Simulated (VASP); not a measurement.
Input of a VASP 6.6.1 run:

The input POSCAR:

```
Ge
1.0
    3.9976142537      0.0000000000      0.0000000000
   -1.9988071268      3.4620354983      0.0000000000
    0.0000000000      0.0000000000      6.5928200248
Ge
4
Direct
    0.3333333333      0.6666666667      0.0003696474
    0.6666666667      0.3333333333      0.5003696474
    0.3333333333      0.6666666667      0.3746303526
    0.6666666667      0.3333333333      0.8746303526
```

INCAR.step1

```
SYSTEM = Ge
ALGO = Normal
EDIFF = 1E-5
ENCUT = 520
GGA = PE
ISIF = 2
ISMEAR = 0
KPAR = 8
LASPH = .True.
LREAL = .False.
LWAVE = .True.
NBANDS = 36
NELM = 80
PREC = Accurate
SIGMA = 0.01
```

The input INCAR.step2:

```
SYSTEM = Ge
AEXX = 0.25
ALGO = Normal
EDIFF = 1E-6
ENCUT = 520
GGA = PE
ISIF = 2
ISMEAR = 0
ISTART = 1
KPAR = 8
LASPH = .True.
LCHARG = .True.
LHFCALC = .True.
LREAL = .False.
LVHAR = .True.
LWAVE = .False.
NBANDS = 36
NELM = 80
PREC = Accurate
PRECFOCK = Normal
SIGMA = 0.01
```

KPOINTS

```
k-points
0
Gamma
  6 6 4
  0 0 0
```

Potentials or basis: VASP PAW PBE potentials, release 64 (Ge_d).

Run with:

```console
$ cat potpaw_PBE.64/Ge_d/POTCAR > POTCAR
$ cp INCAR.step1 INCAR
$ mpirun -np 8 vasp_std > vasp.out
$ cp INCAR.step2 INCAR
$ mpirun -np 8 vasp_std > vasp.out
```

Question: Estimate the pressure.

Answer: 0.1 GPa.

Question: Estimate the band gap on the k mesh.

Answer: 1.02 eV.

Forces in eV/Å, atoms in the order of the input:
```
Ge   0.000  0.000 -0.007
Ge   0.000  0.000 -0.007
Ge   0.000  0.000  0.007
Ge   0.000  0.000  0.007
```

Caveat: the PAW data sets were made with another functional, which shifts forces and pressure a little. A k mesh can miss the band edges.
